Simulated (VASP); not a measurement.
Input of a VASP 6.6.1 run:

The input INCAR:

```
SYSTEM = Ce2O
PREC = Accurate ; ENCUT = 520
EDIFF = 1E-7 ; ISMEAR = -1
SIGMA = 0.06122561905347299 ; LREAL = .FALSE.
LASPH = .TRUE. ; NELM = 80
ALGO = Normal ; ISIF = 2
LWAVE = .FALSE. ; LCHARG = .FALSE.
GGA = PE ; NBANDS = 22
```

The input KPOINTS:

```
Automatic mesh
0
G
  16 16 16
  0 0 0
```

The input POSCAR:

```
Ce2O
1.0
    0.0000000000      3.0584716405      3.0584716405
    3.0584716405      0.0000000000      3.0584716405
    3.0584716405      3.0584716405      0.0000000000
Ce O
2 1
Direct
    0.2500000000      0.2500000000      0.2500000000
    0.7500000000      0.7500000000      0.7500000000
    0.0000000000      0.0000000000      0.0000000000
```

Potentials or basis: VASP PAW PBE potentials, release 64 (Ce, O).

Run with:

```bash
$ cat potpaw_PBE.64/Ce/POTCAR potpaw_PBE.64/O/POTCAR > POTCAR
$ mpirun -np 1 vasp_std > vasp.out
```

(1) Estimate the pressure.

(2) Predict the band gap on the k mesh.

## Answers

(1) -2.0 GPa.

(2) zero (band 15 reaches 9.93 eV, above the bottom of band 16 at 9.84 eV).

Caveat: spin-orbit coupling is left out, which moves the levels of the heavy elements; the run has no spin polarisation, though such a crystal can be magnetic; without U or exact exchange the open f shell lies at the Fermi level, which spoils levels, moments and volumes.
